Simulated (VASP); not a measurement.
The system is Ge2Sb2Te5.

```
CELL_PARAMETERS angstrom
4.29406 0.00000 0.00000
-2.14703 3.71877 0.00000
0.00000 0.00000 17.10135
ATOMIC_POSITIONS crystal
Te 0.66667 0.33333 0.41989
Te 0.33333 0.66667 0.58011
Te 0.33333 0.66667 0.20154
Te 0.66667 0.33333 0.79846
Te 0.00000 0.00000 0.00000
Sb 0.00000 0.00000 0.32007
Sb 0.00000 0.00000 0.67993
Ge 0.66667 0.33333 0.10290
Ge 0.33333 0.66667 0.89711
```

Base run:

| Item | Value |
| --- | --- |
| Program | VASP 6.6.1 |
| Functional | r2SCAN |
| Potentials or basis | VASP PAW PBE potentials, release 64 (Te, Sb, Ge_d) |
| Cutoff | 520 eV |
| k mesh | 7 × 7 × 2 |
| Occupations | fermi-dirac, width 0.05 eV |
| Spin | no spin polarisation |

Its results: band gap on the k mesh 0.22 eV; pressure -0.5 GPa; largest force 0.245 eV/Å.

Question: The run is repeated on the same cell with these changes: functional from r2SCAN to BLYP. What comes out?

Answer: Band gap on the k mesh 0.27 eV; pressure 4.5 GPa; largest force 0.109 eV/Å.

Caveats: semilocal functionals underestimate gaps, and a narrow one can read as zero; the PAW data sets were made with another functional, which shifts forces and pressure a little; spin-orbit coupling is left out, which moves the levels of the heavy elements; the cell stands under pressure (at least some runs).

A k mesh can miss the band edges.
